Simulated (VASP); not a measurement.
## Cu: single point with PBEsol

The system is Cu.

```
Cu
1.0
    -1.51493    1.51493    1.30728
     1.51493   -1.51493    1.30728
     1.51493    1.51493   -1.30728
Cu
1
Direct
  0.00000 0.00000 0.00000
```

This cell differs from its parent crystal: strain +0.050 along x and y, -0.050 along z.

- Program: VASP 6.6.1
- Task: single point
- Functional: PBEsol
- Potentials or basis: VASP PAW PBE potentials, release 64 (Cu)
- Cutoff: 520 eV
- k mesh: 24 × 24 × 24
- Occupations: gaussian, width 0.15 eV
- Spin: no spin polarisation

```
Pressure               : -6.7 GPa
Band gap on the k mesh : zero (an odd number of electrons rules out a gap without spin polarisation)
```

Stress tensor (GPa, compression positive):
```
-7.55  0.00  0.00
 0.00 -7.55  0.00
 0.00  0.00 -5.02
```

Levels at points of the mesh, in eV from the Fermi level:
```tsv
k point	band 4	band 5	band 6	band 7	band 8	band 9
(0.00, 0.00, 0.00)	-2.80	-2.49	-1.83	22.68	22.68	26.33
(0.50, 0.00, 0.00)	-1.65	-1.39	-0.13	4.90	16.11	16.23
(0.50, 0.50, 0.00)	-2.11	-1.42	-1.26	3.26	20.20	20.52
(0.50, 0.50, 0.50)	-1.56	-1.42	6.35	6.35	12.10	12.11
```

Run time: 2.2 min on 1 thread of Intel Xeon 8259CL (shared host), peak memory 0.26 GiB.

Caveat: the cell differs from its parent crystal (strain +0.050 along x and y, -0.050 along z); the cell stands under tension; the PAW data sets were made with another functional, which shifts forces and pressure a little.
